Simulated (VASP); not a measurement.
# SiC (P6_3mc) in VASP: further runs

The runs below take SiC through single point, with r2SCAN.

Everything below comes from runs of VASP 6.6.1. Logs are shortened: lines on timing, memory, paths and dates and some standing lists are left out, and cuts for length are marked.

**1. The cell of the first run**

Symmetry: P6_3mc, No. 186, hexagonal system. Conventional cell: a = 3.076 Å, b = 3.076 Å, c = 5.048 Å, α = 90.00°, β = 90.00°, γ = 120.00°. Within 2.5 Å of Si (site symmetry 3m) lie 4 C at 1.87 to 1.94 Å. C (site symmetry 3m) has 4 Si at 1.87 to 1.94 Å within 2.5 Å.

**2. Single point, r2SCAN**

Input file POSCAR:

```
SiC
1.0
    3.0759982064      0.0000000000      0.0000000000
   -1.5379991032      2.6638925888      0.0000000000
    0.0000000000      0.0000000000      5.0480000000
Si C
2 2
Direct
    0.3333333333      0.6666666667      0.0000000000
    0.6666666667      0.3333333333      0.5000000000
    0.3333333333      0.6666666667      0.3850000000
    0.6666666667      0.3333333333      0.8850000000
```

Input file INCAR.step1:

```
SYSTEM = SiC
PREC = Accurate
ENCUT = 520
ISMEAR = 0
SIGMA = 0.05
LREAL = .False.
LASPH = .True.
NELM = 80
NBANDS = 16
GGA = PE
ALGO = Normal
EDIFF = 1E-4
LWAVE = .True.
LCHARG = .False.
```

Input file INCAR.step2:

```
SYSTEM = SiC
PREC = Accurate
ENCUT = 520
EDIFF = 1E-6
ISMEAR = 0
SIGMA = 0.05
LREAL = .False.
LASPH = .True.
NELM = 80
ALGO = Normal
ISIF = 2
LWAVE = .False.
LCHARG = .False.
METAGGA = R2SCAN
LMIXTAU = .True.
NBANDS = 16
ISTART = 1
```

Input file KPOINTS:

```
Automatic mesh
0
Gamma
  12 12 6
  0 0 0
```

Potentials or basis: VASP PAW PBE potentials, release 64 (Si, C).

On the command line:

```
> cat potpaw_PBE.64/Si/POTCAR potpaw_PBE.64/C/POTCAR > POTCAR
> cp INCAR.step1 INCAR
> mpirun -np 1 vasp_std > vasp.out
> cp INCAR.step2 INCAR
> mpirun -np 1 vasp_std > vasp.out
```

OUTCAR:

```text
SYSTEM = SiC
   PREC = Accurate
   ENCUT = 520
   EDIFF = 1E-6
   ISMEAR = 0
   LREAL = .False.
   LASPH = .True.
   NELM = 80
   ISIF = 2
   METAGGA = R2SCAN
   ISTART = 1

 ion  position               nearest neighbor table
   1  0.333  0.667  0.000-   4 1.87   4 1.87   4 1.87   3 1.94   2 3.09   2 3.09   2 3.09   2 3.09
                             2 3.09   2 3.09
   2  0.667  0.333  0.500-   3 1.87   3 1.87   3 1.87   4 1.94   1 3.09   1 3.09   1 3.09   1 3.09
                             1 3.09   1 3.09
   3  0.333  0.667  0.385-   2 1.87   2 1.87   2 1.87   1 1.94
   4  0.667  0.333  0.885-   1 1.87   1 1.87   1 1.87   2 1.94

  LATTYP: Found a hexagonal cell.
 ALAT       =     3.0759982064
 C/A-ratio  =     1.6410932846

  Lattice vectors:

 A1 = (   3.0759982064,   0.0000000000,   0.0000000000)
 A2 = (  -1.5379991032,   2.6638925888,   0.0000000000)
 A3 = (   0.0000000000,   0.0000000000,   5.0480000000)

Analysis of symmetry for initial positions (statically):
=====================================================================
 Subroutine PRICEL returns:
 Original cell was already a primitive cell.

 Routine SETGRP: Setting up the symmetry group for a
 hexagonal supercell.

 Subroutine GETGRP returns: Found 12 space group operations
 (whereof  6 operations were pure point group operations)
 out of a pool of 24 trial point group operations.

The static configuration has the point symmetry C_3v.
 The point group associated with its full space group is C_6v.

Analysis of symmetry for dynamics (positions and initial velocities):
=====================================================================
 Subroutine PRICEL returns:
 Original cell was already a primitive cell.

 Routine SETGRP: Setting up the symmetry group for a
 hexagonal supercell.

 Subroutine GETGRP returns: Found 12 space group operations
 (whereof  6 operations were pure point group operations)
 out of a pool of 24 trial point group operations.

The dynamic configuration has the point symmetry C_3v.
 The point group associated with its full space group is C_6v.

 Subroutine INISYM returns: Found 12 space group operations
 (whereof  6 operations are pure point group operations),
 and found     1 'primitive' translations

----------------------------------------------------------------------------------------

                                     Primitive cell

  volume of cell :      41.3640

  direct lattice vectors                    reciprocal lattice vectors
     3.075998206  0.000000000  0.000000000     0.325097719  0.187695255  0.000000000
    -1.537999103  2.663892589  0.000000000     0.000000000  0.375390511  0.000000000
     0.000000000  0.000000000  5.048000000     0.000000000  0.000000000  0.198098257

  length of vectors
     3.075998206  3.075998206  5.048000000     0.375390511  0.375390511  0.198098257

  position of ions in fractional coordinates (direct lattice)
     0.333333333  0.666666667  0.000000000
     0.666666667  0.333333333  0.500000000
     0.333333333  0.666666667  0.385000000
     0.666666667  0.333333333  0.885000000

  ion indices of the primitive-cell ions
   primitive index   ion index
                 1           1
                 2           2
                 3           3
                 4           4

----------------------------------------------------------------------------------------

 KPOINTS: Automatic mesh

Automatic generation of k-mesh.
 Grid dimensions read from file:
 generate k-points for:   12   12    6

 Generating k-lattice:

  Cartesian coordinates                     Fractional coordinates (reciprocal lattice)
     0.027091477  0.015641271  0.000000000     0.083333333 -0.000000000  0.000000000
     0.000000000  0.031282543  0.000000000     0.000000000  0.083333333  0.000000000
     0.000000000  0.000000000  0.033016376     0.000000000  0.000000000  0.166666667

  Length of vectors
     0.031282543  0.031282543  0.033016376

  Shift w.r.t. Gamma in fractional coordinates (k-lattice)
     0.000000000  0.000000000  0.000000000

 Subroutine IBZKPT returns following result:
 ===========================================

 Found     76 irreducible k-points:

 Following reciprocal coordinates:
            Coordinates               Weight
  0.000000  0.000000  0.000000      1.000000
  0.083333 -0.000000  0.000000      6.000000
  0.166667 -0.000000  0.000000      6.000000
  0.250000  0.000000  0.000000      6.000000
  0.333333 -0.000000  0.000000      6.000000
  0.416667 -0.000000  0.000000      6.000000
[... 16 lines left out ...]
  0.250000  0.000000  0.166667     12.000000
  0.333333 -0.000000  0.166667     12.000000
 [... further k-points ...]
   k-points           NKPTS =     76   k-points in BZ     NKDIM =     76   number of bands    NBANDS=     16
   number of dos      NEDOS =    301   number of ions     NIONS =      4
   total plane-waves  NPLWV =  23040
   dimension x,y,z NGX =    24 NGY =   24 NGZ =   40
   dimension x,y,z NGXF=    48 NGYF=   48 NGZF=   80
   ions per type =               2   2
   NGX,Y,Z   is equivalent  to a cutoff of  12.97, 12.97, 13.17 a.u.
   NGXF,Y,Z  is equivalent  to a cutoff of  25.94, 25.94, 26.35 a.u.
 SYSTEM =  SiC
   PREC   = accura    normal or accurate (medium, high low for compatibility)
   ISTART =      1    job   : 0-new  1-cont  2-samecut
   ICHARG =      0    charge: 1-file 2-atom 10-const
   ISPIN  =      1    spin polarized calculation?
   LNONCOLLINEAR =      F non collinear calculations
   LSORBIT =      F    spin-orbit coupling
   LASPH  =      T    aspherical Exc in radial PAW
   ENCUT  =  520.0 eV  38.22 Ry    6.18 a.u.   5.72  5.72  9.39*2*pi/ulx,y,z
   NELM   =     80;   NELMIN=  2; NELMDL=  0     # of ELM steps
   EDIFF  = 0.1E-05   stopping-criterion for ELM
   LREAL  =      F    real-space projection
   EDIFFG = 0.1E-04   stopping-criterion for IOM
   NSW    =      0    number of steps for IOM
   IBRION =     -1    ionic relax: 0-MD 1-quasi-New 2-CG
   NFREE  =      0    steps in history (QN), initial steepest desc. (CG)
   ISIF   =      2    stress and relaxation
   ISYM   =      2    0-nonsym 1-usesym 2-fastsym
   POTIM  = 0.5000    time-step for ionic-motion
   TEBEG  =    0.0;   TEEND  =   0.0 temperature during run
   PSTRESS=    0.0 pullay stress
   NELECT =      16.0000    total number of electrons
   NUPDOWN=      -1.0000    fix difference up-down
   EMIN   =  10.00;   EMAX   =-10.00  energy-range for DOS
   EFERMI =   0.00;   METHOD = LEGACY
   ISMEAR =     0;   SIGMA  =   0.05  broadening in eV -4-tet -1-fermi 0-gaus
   EFERMI_NEDOS =   21; number of points for ismear=-14 and -15
   IALGO  =     38    algorithm
   IMIX   =      4    mixing-type and parameters
     AMIX     =   0.40;   BMIX     =  1.00
     AMIX_MAG =   1.60;   BMIX_MAG =  1.00
  volume/ion in A,a.u.               =      10.34        69.78
  Fermi-wavevector in a.u.,A,eV,Ry     =   1.192818  2.254099 19.358564  1.422814
  Thomas-Fermi vector in A             =   2.328847
   LORBIT       =      0    0 simple, 1 ext, 2 COOP (PROOUT), +10 PAW based schemes
   METAGGA = R2SCAN    functional components
   LHFCALC =     F    Hartree Fock is set to
   AEXX    =    0.0000 exact exchange contribution
   IVDW    =     0    specifies the selected vdW correction
   LEPSILON=     F    determine dielectric tensor
   LRPA    =     F    only Hartree local field effects (RPA)
 non-spin polarized calculation
 Gauss-broadening in eV      SIGMA  =   0.05
  energy-cutoff  :      520.00
  volume of cell :       41.36
 maximum number of plane-waves:      1132
 NGX is ok and might be reduce to    24

 number of electron      16.0000000 magnetization

 Free energy of the ion-electron system (eV)
  ---------------------------------------------------
  ext. energy  EPLUGINS =         0.00000000
  ---------------------------------------------------
  free energy    TOTEN  =       -38.60093944 eV

  energy without entropy =      -38.60093944  energy(sigma->0) =      -38.60093944

 E-fermi :   8.6010     XC(G=0): -11.9262

 val. band max:        8.3049419198   @ k =   0.0000   0.0000   0.0000
 cond. band min:      11.0047093744   @ k =   0.3333   0.3333   0.0000
 fundamental gap:      2.6997674546
 Fermi energy:         8.6010135490

 k-point     1 :       0.0000    0.0000    0.0000
  band No.  band energies     occupation
      1      -8.2163      2.00000
      2      -4.6501      2.00000
      3      -0.6905      2.00000
      4       6.6585      2.00000
      5       6.6585      2.00000
      6       8.0081      2.00000
[... 8 lines left out ...]
     15      17.6099      0.00000
     16      20.2900      0.00000

 k-point     2 :       0.0833   -0.0000    0.0000
  band No.  band energies     occupation
      1      -8.0913      2.00000
      2      -4.5440      2.00000
      3      -0.5742      2.00000
      4       5.9683      2.00000
      5       6.4432      2.00000
      6       7.5369      2.00000
[... 8 lines left out ...]
     15      17.9480      0.00000
     16      19.2561      0.00000

 k-point     3 :       0.1667   -0.0000    0.0000
  band No.  band energies     occupation
      1      -7.7198      2.00000
      2      -4.2354      2.00000
      3      -0.2350      2.00000
      4       4.4465      2.00000
      5       5.9526      2.00000
      6       6.3745      2.00000
[... 8 lines left out ...]
     15      18.2558      0.00000
     16      18.6846      0.00000

 k-point     4 :       0.2500    0.0000    0.0000
  band No.  band energies     occupation
      1      -7.1144      2.00000
      2      -3.7648      2.00000
      3       0.2751      2.00000
      4       2.7800      2.00000
      5       4.9274      2.00000
      6       5.4168      2.00000
[... 8 lines left out ...]
     15      18.9001      0.00000
     16      19.5929      0.00000
[... 324 lines left out ...]
 k-point    22 :       0.1667   -0.0000    0.1667
  band No.  band energies     occupation
      1      -7.5813      2.00000
      2      -4.7218      2.00000
      3       0.4591      2.00000
      4       4.5728      2.00000
      5       6.0391      2.00000
      6       6.0457      2.00000
[... 8 lines left out ...]
     15      18.5247      0.00000
     16      19.0846      0.00000

 k-point    23 :       0.2500    0.0000    0.1667
  band No.  band energies     occupation
      1      -6.9784      2.00000
      2      -4.2143      2.00000
      3       0.8384      2.00000
      4       3.0012      2.00000
      5       4.5650      2.00000
      6       5.5170      2.00000
[... 8 lines left out ...]
     15      19.5954      0.00000
     16      19.6093      0.00000

 k-point    24 :       0.3333   -0.0000    0.1667
  band No.  band energies     occupation
      1      -6.1751      2.00000
      2      -3.6228      2.00000
      3       0.5880      2.00000
      4       2.3522      2.00000
      5       3.0777      2.00000
      6       5.0765      2.00000
[... 8 lines left out ...]
     15      20.2820      0.00000
     16      21.0190      0.00000

 [... further k-points ...]
[... 5 lines left out ...]
  --------------------------------------------------------------------------------------
  -------------------------------------------------------------------------------------
  Total        0.3508910      0.3508910     -0.7034539      0.0000000      0.0000000      0.0000000
  in kB       13.5912912     13.5912912    -27.2473382      0.0000000      0.0000000      0.0000000
  external PRESSURE =      -0.0215853 kB  Pullay stress =       0.0000000 kB

 VOLUME and BASIS-vectors are now :
 -----------------------------------------------------------------------------
  energy-cutoff  :      520.00
  volume of cell :       41.36
      direct lattice vectors                 reciprocal lattice vectors
     3.075998206  0.000000000  0.000000000     0.325097719  0.187695255  0.000000000
    -1.537999103  2.663892589  0.000000000     0.000000000  0.375390511  0.000000000
     0.000000000  0.000000000  5.048000000     0.000000000  0.000000000  0.198098257

 POSITION                                       TOTAL-FORCE (eV/Angst)
 -----------------------------------------------------------------------------------
     -0.00000      1.77593      0.00000        -0.000000     -0.000000      0.771277
      1.53800      0.88796      2.52400         0.000000      0.000000      0.771277
     -0.00000      1.77593      1.94348        -0.000000     -0.000000     -0.771277
      1.53800      0.88796      4.46748        -0.000000     -0.000000     -0.771277
 -----------------------------------------------------------------------------------
    total drift:                               -0.000000      0.000000      0.000375

  FREE ENERGIE OF THE ION-ELECTRON SYSTEM (eV)
  ---------------------------------------------------
  free  energy   TOTEN  =       -38.6009394361 eV

  energy  without entropy=      -38.6009394361  energy(sigma->0) =      -38.60093944
```

It took 5.4 min on 1 thread of AMD EPYC 7R43 (Zen 3), shared host; peak memory 0.14 GiB.

Results:

* Free energy: -38.6009 eV
* Pressure: 0.0 GPa
* Largest force: 0.771 eV/Å
* Band gap on the k mesh: 2.70 eV, indirect (least direct gap 4.59 eV)

Forces in eV/Å, atoms in the order of the input:
```
Si   0.000  0.000  0.771
Si   0.000  0.000  0.771
C    0.000  0.000 -0.771
C    0.000  0.000 -0.771
```

Caveat: the PAW data sets were made with another functional, which shifts forces and pressure a little.

**3. Single point, r2SCAN**

This run uses another cell than the first one: it holds 8 atoms, not 4.

Input file POSCAR:

```
SiC
1.0
   -3.0759982064      0.0000000000      0.0000000000
   -1.5379991032     -2.6638925888      0.0000000000
    0.0000000000      0.0000000000     10.0960000000
Si C
4 4
Direct
    0.3333333333      0.3333333333      0.0000000000
    0.3333333333      0.3333333333      0.5000000000
    0.6666666667      0.6666666667      0.2500000000
    0.6666666667      0.6666666667      0.7500000000
    0.3333333333      0.3333333333      0.1925000000
    0.3333333333      0.3333333333      0.6925000000
    0.6666666667      0.6666666667      0.4425000000
    0.6666666667      0.6666666667      0.9425000000
```

Input file INCAR.step1:

```
SYSTEM = SiC
ALGO = Normal ; EDIFF = 1E-4
ENCUT = 520 ; GGA = PE
ISMEAR = 0 ; LASPH = .TRUE.
LCHARG = .FALSE. ; LREAL = .FALSE.
LWAVE = .TRUE. ; NBANDS = 26
NELM = 80 ; PREC = Accurate
SIGMA = 0.05
```

Input file INCAR.step2:

```
SYSTEM = SiC
ALGO = Normal ; EDIFF = 1E-7
ENCUT = 520 ; ISIF = 2
ISMEAR = 0 ; ISTART = 1
LASPH = .TRUE. ; LCHARG = .TRUE.
LELF = .TRUE. ; LMIXTAU = .TRUE.
LREAL = .FALSE. ; LVHAR = .TRUE.
LWAVE = .FALSE. ; METAGGA = R2SCAN
NBANDS = 26 ; NELM = 80
PREC = Accurate ; SIGMA = 0.05
```

Input file KPOINTS:

```
k-points
0
G
  8 8 3
  0 0 0
```

Potentials or basis: VASP PAW PBE potentials, release 64 (Si, C).

On the command line:

```
> cat potpaw_PBE.64/Si/POTCAR potpaw_PBE.64/C/POTCAR > POTCAR
> cp INCAR.step1 INCAR
> mpirun -np 1 vasp_std > vasp.out
> cp INCAR.step2 INCAR
> mpirun -np 1 vasp_std > vasp.out
```

Run time: 3.3 min. Hardware: 1 thread of Intel Xeon Platinum 8375C at 2.90GHz (Ice Lake), shared host; peak memory 0.21 GiB.

The run converged. Its results:

```
Free energy            : -77.2000 eV
Pressure               : 0.0 GPa
Largest force          : 0.770 eV/Å
Band gap on the k mesh : 2.96 eV
```

Forces on the atoms (eV/Å):
```
Si   0.000  0.000  0.770
Si   0.000  0.000  0.770
Si   0.000  0.000  0.770
Si   0.000  0.000  0.770
C    0.000  0.000 -0.770
C    0.000  0.000 -0.770
C    0.000  0.000 -0.770
C    0.000  0.000 -0.770
```

Stress tensor (GPa, compression positive):
```
 1.36  0.00  0.00
 0.00  1.36  0.00
 0.00  0.00 -2.73
```

Levels at points of the mesh, in eV from the valence-band top:
```
           k point  band 12  band 13  band 14  band 15  band 16  band 17  band 18  band 19  band 20  band 21
(0.00, 0.00, 0.00)    -1.02    -1.02    -0.30    -0.30     0.00     5.18     6.29     6.29     6.57     7.01
(0.50, 0.00, 0.00)    -2.82    -2.82    -2.46    -2.46    -1.57     3.02     3.59     3.59     4.63     5.51
```

Caveat: the PAW data sets were made with another functional, which shifts forces and pressure a little. r2SCAN opens gaps a little over a GGA but as a rule still falls short of measured ones.
